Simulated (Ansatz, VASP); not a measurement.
**One calculation of SnSe, two programs**

```
Sn Se
1.0
     0.00000    3.04722    3.04722
     3.04722    0.00000    3.04722
     3.04722    3.04722    0.00000
Sn Se
1 1
Direct
  0.00000 0.00000 0.00000
  0.50000 0.50000 0.50000
```

Alike in both runs: functional r2SCAN; k mesh 8 × 8 × 8; occupations fermi-dirac, width 0.02 eV; no spin polarisation.

Ansatz relaxed the structure, and its values are those at the end. VASP's run is a single point on that final structure, the one shown.

|  | VASP | Ansatz |
| --- | --- | --- |
| version | VASP 6.6.1 | Ansatz 0.2.0 |
| potentials or method | VASP PAW PBE potentials, release 64 (Sn_d, Se), cutoff 520 eV | PAW plane waves |
| valence electrons in the cell | 20 | 30 |

|  | VASP | Ansatz | Ansatz less VASP |
| --- | --- | --- | --- |
| pressure (GPa) | -1.9 | -1.9 | +0.01 |

VASP's potentials were made for PBE, not for r2SCAN. The functional is the same, so the differences come from potentials, cutoffs and numerics. VASP's potentials hold 20 valence electrons a cell and Ansatz's 30, so a difference there can come from the potentials and not from the codes. Ansatz's warnings: stress scf threshold loose.
